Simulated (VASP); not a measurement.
Input of a VASP 6.6.1 run:

INCAR

```
PREC = Accurate
ENCUT = 520
EDIFF = 1E-7
ISMEAR = 0
SIGMA = 0.1
LREAL = False
LASPH = True
NELM = 80
ALGO = Fast
ISIF = 2
LWAVE = False
LCHARG = False
GGA = PE
NBANDS = 10
```

File KPOINTS:

```
Automatic mesh
0
Gamma
  14 14 14
```

File POSCAR:

```
Na
1.0
   -2.0976595285      2.0976595285      2.0976595285
    2.0976595285     -2.0976595285      2.0976595285
    2.0976595285      2.0976595285     -2.0976595285
Na
1
Direct
    0.0000000000      0.0000000000      0.0000000000
```

Potentials or basis: VASP PAW PBE potentials, release 64 (Na_pv).

Run with:

```console
$ cat potpaw_PBE.64/Na_pv/POTCAR > POTCAR
$ mpirun -np 1 vasp_std > vasp.out
```

(1) What does it give for the pressure?

Answers

(1) 0.0 GPa.
